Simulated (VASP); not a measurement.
Input of a VASP 6.6.1 run:

The input POSCAR:

```
Al2O3
1.0
    2.3802500000      1.3742379782      4.3318666667
   -2.3802500000      1.3742379782      4.3318666667
    0.0000000000     -2.7484759565      4.3318666667
Al O
4 6
Direct
    0.3520823946      0.3520823946      0.3520823946
    0.1479176054      0.1479176054      0.1479176054
    0.6479176054      0.6479176054      0.6479176054
    0.8520823946      0.8520823946      0.8520823946
    0.5564629985      0.9435370015      0.2500000000
    0.2500000000      0.5564629985      0.9435370015
    0.9435370015      0.2500000000      0.5564629985
    0.4435370015      0.0564629985      0.7500000000
    0.7500000000      0.4435370015      0.0564629985
    0.0564629985      0.7500000000      0.4435370015
```

File INCAR.step1:

```
SYSTEM = Al2O3
  PREC = Accurate
  ENCUT = 520
  ISMEAR = -1
  SIGMA = 0.02
  LREAL = .False.
  LASPH = .True.
  NELM = 100
  NBANDS = 35
  GGA = PE
  ALGO = Normal
  EDIFF = 1E-4
  LWAVE = .True.
  LCHARG = .False.
```

File INCAR.step2:

```
SYSTEM = Al2O3
  PREC = Accurate
  ENCUT = 520
  EDIFF = 1E-8
  ISMEAR = -1
  SIGMA = 0.02
  LREAL = .False.
  LASPH = .True.
  NELM = 100
  ALGO = Normal
  ISIF = 2
  LWAVE = .False.
  LCHARG = .False.
  METAGGA = R2SCAN
  LMIXTAU = .True.
  LEFG = .True.
  NBANDS = 35
  ISTART = 1
```

The input KPOINTS:

```
regular mesh
0
Gamma
  8 8 8
  0 0 0
```

Potentials or basis: VASP PAW PBE potentials, release 64 (Al, O).

Command:

```sh
$ cat potpaw_PBE.64/Al/POTCAR potpaw_PBE.64/O/POTCAR > POTCAR
$ cp INCAR.step1 INCAR
$ mpirun -np 1 vasp_std > vasp.out
$ cp INCAR.step2 INCAR
$ mpirun -np 1 vasp_std > vasp.out
```

(1) What does it give for the pressure?

(2) Estimate the band gap on the k mesh.

(3) Estimate the largest force.

Results:

(1) -0.7 GPa.

(2) 7.14 eV.

(3) 0.058 eV/Å.

Caveat: without QUAD_EFG the Cq values of the log hold for a quadrupole moment of 1 mb, not for the nuclei; the PAW data sets were made with another functional, which shifts forces and pressure a little.
